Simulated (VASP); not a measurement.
# Co (Fm-3m) in VASP: notebook, part 2 of 4

VASP 6.6.1. The steps go on from the part before.

## 3. Single point, BLYP, collinear spin, ferromagnetic start (volume scaled by 0.96)

INCAR reads:

```
SYSTEM = Co
AGGAC = 1.0
AGGAX = 1.0
ALDAC = 0.0
ALDAX = 1.0
ALGO = Normal
EDIFF = 1E-6
ENCUT = 520
GGA = B5
ISIF = 2
ISMEAR = -1
ISPIN = 2
LASPH = .True.
LCHARG = .False.
LMAXMIX = 4
LORBIT = 11
LREAL = .False.
LWAVE = .False.
MAGMOM = 1.714
NBANDS = 14
NELM = 150
PREC = Accurate
SIGMA = 0.05
```

KPOINTS reads:

```
k-points
0
Gamma
  17 17 17
  0 0 0
```

POSCAR reads:

```
Co
1.0
    0.0000000000      1.7626268716      1.7626268716
    1.7626268716      0.0000000000      1.7626268716
    1.7626268716      1.7626268716      0.0000000000
Co
1
Direct
    0.0000000000      0.0000000000      0.0000000000
```

Potentials or basis: VASP PAW PBE potentials, release 64 (Co).

Command:

```
$ cat potpaw_PBE.64/Co/POTCAR > POTCAR
$ mpirun -np 1 vasp_std > vasp.out
```

OUTCAR:

```text
SYSTEM = Co
   EDIFF = 1E-6
   ENCUT = 520
   GGA = B5
   ISIF = 2
   ISMEAR = -1
   ISPIN = 2
   LASPH = .True.
   LORBIT = 11
   LREAL = .False.
   NELM = 150
   PREC = Accurate

 ion  position               nearest neighbor table
   1  0.000  0.000  0.000-

  LATTYP: Found a face centered cubic cell.
 ALAT       =     3.5252537432

  Lattice vectors:

 A1 = (   0.0000000000,   1.7626268716,   1.7626268716)
 A2 = (   1.7626268716,   0.0000000000,   1.7626268716)
 A3 = (   1.7626268716,   1.7626268716,   0.0000000000)

Analysis of symmetry for initial positions (statically):
[... 25 lines left out ...]
The dynamic configuration has the point symmetry O_h .

Analysis of structural, dynamic, and magnetic symmetry:
=====================================================================
 Subroutine PRICEL returns:
[... 7 lines left out ...]
 out of a pool of 48 trial point group operations.

The overall configuration has the point symmetry O_h .

 Subroutine INISYM returns: Found 48 space group operations
[... 5 lines left out ...]
                                     Primitive cell

  volume of cell :      10.9524

  direct lattice vectors                    reciprocal lattice vectors
     0.000000000  1.762626872  1.762626872    -0.283667524  0.283667524  0.283667524
     1.762626872  0.000000000  1.762626872     0.283667524 -0.283667524  0.283667524
     1.762626872  1.762626872  0.000000000     0.283667524  0.283667524 -0.283667524

  length of vectors
     2.492730827  2.492730827  2.492730827     0.491326564  0.491326564  0.491326564

  position of ions in fractional coordinates (direct lattice)
     0.000000000  0.000000000  0.000000000

  ion indices of the primitive-cell ions
   primitive index   ion index
                 1           1

----------------------------------------------------------------------------------------

 KPOINTS: k-points

Automatic generation of k-mesh.
 Grid dimensions read from file:
 generate k-points for:   17   17   17

 Generating k-lattice:

  Cartesian coordinates                     Fractional coordinates (reciprocal lattice)
    -0.016686325  0.016686325  0.016686325     0.058823529  0.000000000  0.000000000
     0.016686325 -0.016686325  0.016686325     0.000000000  0.058823529  0.000000000
     0.016686325  0.016686325 -0.016686325     0.000000000  0.000000000  0.058823529

  Length of vectors
     0.028901563  0.028901563  0.028901563

  Shift w.r.t. Gamma in fractional coordinates (k-lattice)
     0.000000000  0.000000000  0.000000000

 Subroutine IBZKPT returns following result:
 ===========================================

 Found    165 irreducible k-points:

 Following reciprocal coordinates:
            Coordinates               Weight
  0.000000  0.000000  0.000000      1.000000
  0.058824  0.000000  0.000000      8.000000
  0.117647  0.000000  0.000000      8.000000
  0.176471  0.000000  0.000000      8.000000
  0.235294  0.000000  0.000000      8.000000
  0.294118  0.000000  0.000000      8.000000
[... 16 lines left out ...]
 -0.176471  0.058824  0.000000     24.000000
 -0.117647  0.058824  0.000000     24.000000
 [... further k-points ...]
   k-points           NKPTS =    165   k-points in BZ     NKDIM =    165   number of bands    NBANDS=     14
   number of dos      NEDOS =    301   number of ions     NIONS =      1
   total plane-waves  NPLWV =   8000
   dimension x,y,z NGX =    20 NGY =   20 NGZ =   20
   dimension x,y,z NGXF=    40 NGYF=   40 NGZF=   40
   ions per type =               1
   NGX,Y,Z   is equivalent  to a cutoff of  13.34, 13.34, 13.34 a.u.
   NGXF,Y,Z  is equivalent  to a cutoff of  26.68, 26.68, 26.68 a.u.
 SYSTEM =  Co
   PREC   = accura    normal or accurate (medium, high low for compatibility)
   ISTART =      0    job   : 0-new  1-cont  2-samecut
   ICHARG =      2    charge: 1-file 2-atom 10-const
   ISPIN  =      2    spin polarized calculation?
   LNONCOLLINEAR =      F non collinear calculations
   LSORBIT =      F    spin-orbit coupling
   LASPH  =      T    aspherical Exc in radial PAW
   ENCUT  =  520.0 eV  38.22 Ry    6.18 a.u.   4.63  4.63  4.63*2*pi/ulx,y,z
   NELM   =    150;   NELMIN=  2; NELMDL= -5     # of ELM steps
   EDIFF  = 0.1E-05   stopping-criterion for ELM
   LREAL  =      F    real-space projection
   EDIFFG = 0.1E-04   stopping-criterion for IOM
   NSW    =      0    number of steps for IOM
   IBRION =     -1    ionic relax: 0-MD 1-quasi-New 2-CG
   NFREE  =      0    steps in history (QN), initial steepest desc. (CG)
   ISIF   =      2    stress and relaxation
   ISYM   =      2    0-nonsym 1-usesym 2-fastsym
   POTIM  = 0.5000    time-step for ionic-motion
   TEBEG  =    0.0;   TEEND  =   0.0 temperature during run
   PSTRESS=    0.0 pullay stress
   NELECT =       9.0000    total number of electrons
   NUPDOWN=      -1.0000    fix difference up-down
   EMIN   =  10.00;   EMAX   =-10.00  energy-range for DOS
   EFERMI =   0.00;   METHOD = LEGACY
   ISMEAR =    -1;   SIGMA  =   0.05  broadening in eV -4-tet -1-fermi 0-gaus
   EFERMI_NEDOS =   21; number of points for ismear=-14 and -15
   IALGO  =     38    algorithm
   IMIX   =      4    mixing-type and parameters
     AMIX     =   0.40;   BMIX     =  1.00
     AMIX_MAG =   1.60;   BMIX_MAG =  1.00
  volume/ion in A,a.u.               =      10.95        73.91
  Fermi-wavevector in a.u.,A,eV,Ry     =   1.533388  2.897682 31.991073  2.351278
  Thomas-Fermi vector in A             =   2.640462
   LORBIT       =     11    0 simple, 1 ext, 2 COOP (PROOUT), +10 PAW based schemes
   GGA     = B5    functional components
   LHFCALC =     F    Hartree Fock is set to
   AEXX    =    0.0000 exact exchange contribution
   IVDW    =     0    specifies the selected vdW correction
   LEPSILON=     F    determine dielectric tensor
   LRPA    =     F    only Hartree local field effects (RPA)
 spin polarized calculation
  energy-cutoff  :      520.00
  volume of cell :       10.95
 maximum number of plane-waves:       306
   NGX =  9   NGY =  9   NGZ =  9

 number of electron       8.9999998 magnetization       1.6376870

 Free energy of the ion-electron system (eV)
  ---------------------------------------------------
  ext. energy  EPLUGINS =         0.00000000
  ---------------------------------------------------
  free energy    TOTEN  =        -6.04175370 eV

  energy without entropy =       -6.03207641  energy(sigma->0) =       -6.03691505

 E-fermi :  10.6793     XC(G=0): -12.7498

 val. band max:       10.6779531170   @ k =   0.1176   0.1176   0.0000
 cond. band min:      10.6799549779   @ k =  -0.4706   0.2941   0.1176
 fundamental gap:      0.0020018609
 Fermi energy:        10.6793146408

 spin component 1

 k-point     1 :       0.0000    0.0000    0.0000
  band No.  band energies     occupation
      1       1.8863      1.00000
      2       8.0059      1.00000
      3       8.0059      1.00000
      4       8.0059      1.00000
      5       9.0401      1.00000
      6       9.0401      1.00000
      7      33.9407      0.00000
      8      38.0269      0.00000
      9      38.0269      0.00000
     10      38.0269      0.00000
     11      41.2713      0.00000
     12      41.2713      0.00000
     13      41.2713      0.00000
     14      44.0159      0.00000
[... 377 lines left out ...]
      1       2.7313      1.00000
      2       7.7822      1.00000
      3       8.1848      1.00000
      4       8.1873      1.00000
      5       8.8880      1.00000
      6       9.1000      1.00000
      7      31.0230      0.00000
      8      33.5289      0.00000
      9      36.7058      0.00000
     10      38.7174      0.00000
     11      40.8264      0.00000
     12      41.8118      0.00000
     13      45.0328      0.00000
     14      45.1898      0.00000

 [... further k-points ...]

 spin component 2

 k-point     1 :       0.0000    0.0000    0.0000
  band No.  band energies     occupation
      1       1.9429      1.00000
      2       9.5291      1.00000
      3       9.5291      1.00000
      4       9.5291      1.00000
      5      10.9693      0.00302
      6      10.9694      0.00302
      7      33.6851      0.00000
      8      38.2275      0.00000
      9      38.2275      0.00000
     10      38.2275      0.00000
     11      41.6217      0.00000
     12      41.6217      0.00000
     13      41.6217      0.00000
     14      43.8787      0.00000
[... 377 lines left out ...]
      1       2.7946      1.00000
      2       9.2451      1.00000
      3       9.7300      1.00000
      4       9.7343      1.00000
      5      10.7836      0.11058
      6      11.0116      0.00130
      7      31.2489      0.00000
      8      33.6714      0.00000
      9      36.8077      0.00000
     10      38.9678      0.00000
     11      40.8569      0.00000
     12      42.0841      0.00000
     13      45.2511      0.00000
     14      45.6033      0.00000

 [... further k-points ...]
[... 5 lines left out ...]
  --------------------------------------------------------------------------------------
  -------------------------------------------------------------------------------------
  Total        0.5663997      0.5663997      0.5663997      0.0000000      0.0000000      0.0000000
  in kB       82.8557120     82.8557120     82.8557120      0.0000000      0.0000000      0.0000000
  external PRESSURE =      82.8557120 kB  Pullay stress =       0.0000000 kB

 VOLUME and BASIS-vectors are now :
 -----------------------------------------------------------------------------
  energy-cutoff  :      520.00
  volume of cell :       10.95
      direct lattice vectors                 reciprocal lattice vectors
     0.000000000  1.762626872  1.762626872    -0.283667524  0.283667524  0.283667524
     1.762626872  0.000000000  1.762626872     0.283667524 -0.283667524  0.283667524
     1.762626872  1.762626872  0.000000000     0.283667524  0.283667524 -0.283667524

 POSITION                                       TOTAL-FORCE (eV/Angst)
 -----------------------------------------------------------------------------------
      0.00000      0.00000      0.00000         0.000000      0.000000      0.000000
 -----------------------------------------------------------------------------------
    total drift:                                0.000000      0.000000      0.000000

  FREE ENERGIE OF THE ION-ELECTRON SYSTEM (eV)
  ---------------------------------------------------
  free  energy   TOTEN  =        -6.0417537018 eV

  energy  without entropy=       -6.0320764066  energy(sigma->0) =       -6.03691505

 total charge

# of ion       s       p       d       tot
------------------------------------------
    1        0.483   0.498   7.302   8.282

 magnetization (x)

# of ion       s       p       d       tot
------------------------------------------
    1       -0.011  -0.044   1.707   1.652
```

OSZICAR:

```text
N       E                     dE             d eps       ncg     rms          rms(c)
DAV:   1     0.290175003077E+02    0.29018E+02   -0.37680E+03  9578   0.762E+02
DAV:   2    -0.570900496168E+01   -0.34727E+02   -0.32495E+02 10026   0.147E+02
DAV:   3    -0.692882928097E+01   -0.12198E+01   -0.12025E+01 11774   0.287E+01
DAV:   4    -0.693704866440E+01   -0.82194E-02   -0.82179E-02 11340   0.221E+00
DAV:   5    -0.693716124243E+01   -0.11258E-03   -0.11258E-03 12306   0.240E-01    0.958E+00
DAV:   6    -0.623826740415E+01    0.69889E+00   -0.11187E+01 12572   0.370E+01    0.473E+00
DAV:   7    -0.605431611673E+01    0.18395E+00   -0.14141E+00 11284   0.123E+01    0.243E+00
DAV:   8    -0.604794006493E+01    0.63761E-02   -0.13528E-02 12020   0.778E-01    0.129E+00
DAV:   9    -0.604133866622E+01    0.66014E-02   -0.88355E-03 13578   0.632E-01    0.434E-01
DAV:  10    -0.604175118644E+01   -0.41252E-03   -0.12719E-03 12140   0.272E-01    0.627E-02
DAV:  11    -0.604173358570E+01    0.17601E-04   -0.16431E-04 14136   0.948E-02    0.745E-02
DAV:  12    -0.604174713277E+01   -0.13547E-04   -0.19314E-05 11412   0.312E-02    0.377E-02
DAV:  13    -0.604175401894E+01   -0.68862E-05   -0.85962E-06 10436   0.228E-02    0.515E-03
DAV:  14    -0.604175370183E+01    0.31711E-06   -0.17778E-07  6174   0.442E-03
   1 F= -.60417537E+01 E0= -.60369151E+01  d E =-.967730E-02  mag=     1.6378
```

Run time: 1.7 min. Hardware: 1 thread of Intel Xeon 8259CL, shared host; peak memory 0.16 GiB.

What came out:

```
Free energy                                           : -6.0418 eV
Pressure                                              : 8.3 GPa
Net moment                                            : 1.64 μB per cell
Site moments                                          : Co +1.65 μB
Valence electrons inside the program's atomic spheres : Co 8.28
```

Levels at points of the mesh, in eV from the Fermi level:
Spin up:
```
           k point  band 2  band 3  band 4  band 5  band 6  band 7  band 8  band 9
(0.00, 0.00, 0.00)   -2.67   -2.67   -2.67   -1.64   -1.64   23.26   27.35   27.35
```
Spin down:
| k point | band 1 | band 2 | band 3 | band 4 | band 5 | band 6 | band 7 | band 8 |
| --- | --- | --- | --- | --- | --- | --- | --- | --- |
| (0.00, 0.00, 0.00) | -8.74 | -1.15 | -1.15 | -1.15 | 0.29 | 0.29 | 23.01 | 27.55 |

Caveat: the PAW data sets were made with another functional, which shifts forces and pressure a little.

(Part 2 of 4 ends here.)
